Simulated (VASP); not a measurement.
Runs of VASP 6.6.1 on Al2Cu. The structure is that of space group I4/mmm (No. 139), or close to it. The cells are those of the table. 

```csv
cell,further INCAR settings,gap on the mesh (eV),pressure (GPa)
"a = 4.090, b = 4.090, c = 5.497 Å, 6 atoms",ALGO = Fast; EDIFF = 1e-07; NBANDS = 26,none,(a)
"a = 4.096, b = 4.096, c = 5.497 Å, 6 atoms",ALGO = Fast; EDIFF = 1e-07; NBANDS = 26,none,2.3
"a = 4.117, b = 4.117, c = 5.383 Å, 6 atoms",ALGO = Fast; EDIFF = 1e-07; NBANDS = 26,none,3.8
"a = 4.110, b = 4.110, c = 5.383 Å, 6 atoms",ALGO = Fast; EDIFF = 1e-06; NBANDS = 26,none,4.6
```

Alike in all rows: task single point; level PBEsol; potentials or basis VASP PAW PBE potentials, release 64 (Al, Cu); no spin polarisation; k mesh 10 × 10 × 6; cutoff (eV) 520; smearing gaussian 0.1 eV.

**Question.** Fill in the values left out.

**Answer.** (a) 2.7.

Caveats: the PAW data sets were made with another functional, which shifts forces and pressure a little.

A gap of «none» marks levels without a gap at the run's occupations.
